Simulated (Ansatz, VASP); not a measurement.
**HfC in VASP and in Ansatz**

```xyz
2
Lattice="0.0232 2.3366 2.3366 2.3366 0.0232 2.3366 2.3366 2.3366 0.0232" Properties=species:S:1:pos:R:3 pbc="T T T"
Hf    2.3483    2.3483    2.3483
C     0.0000    0.0000    0.0000
```

Change from the starting cell: equal xy, yz and zx shear strains of +1 %, crystal datasets.

Alike in both runs: task electric field gradients; functional PBE; k mesh 15 × 15 × 15; occupations fermi-dirac, width 0.05 eV; no spin polarisation.

|  | VASP | Ansatz |
| --- | --- | --- |
| version | VASP 6.6.1 | Ansatz 0.2.0 |
| potentials or method | VASP PAW PBE potentials, release 64 (Hf_pv, C), cutoff 520 eV | all-electron PAW with datasets made for the crystal, scalar-relativistic |

Ansatz gave:

| Property | Result |
| --- | --- |
| pressure (GPa) | 0.3 |
| traceless stress, the component that is largest in VASP (GPa) | -1.70 |
| size of Vzz on the site where it differs most (V/Å²) | 3.1 |

Question: What did VASP give for the same quantities?

Answer: Pressure (GPa): -0.4; traceless stress, the component that is largest in VASP (GPa): -1.70; size of Vzz on the site where it differs most (V/Å²): 2.2.

Ansatz ran all-electron here, and VASP with PAW potentials.

Spin-orbit coupling is off throughout.
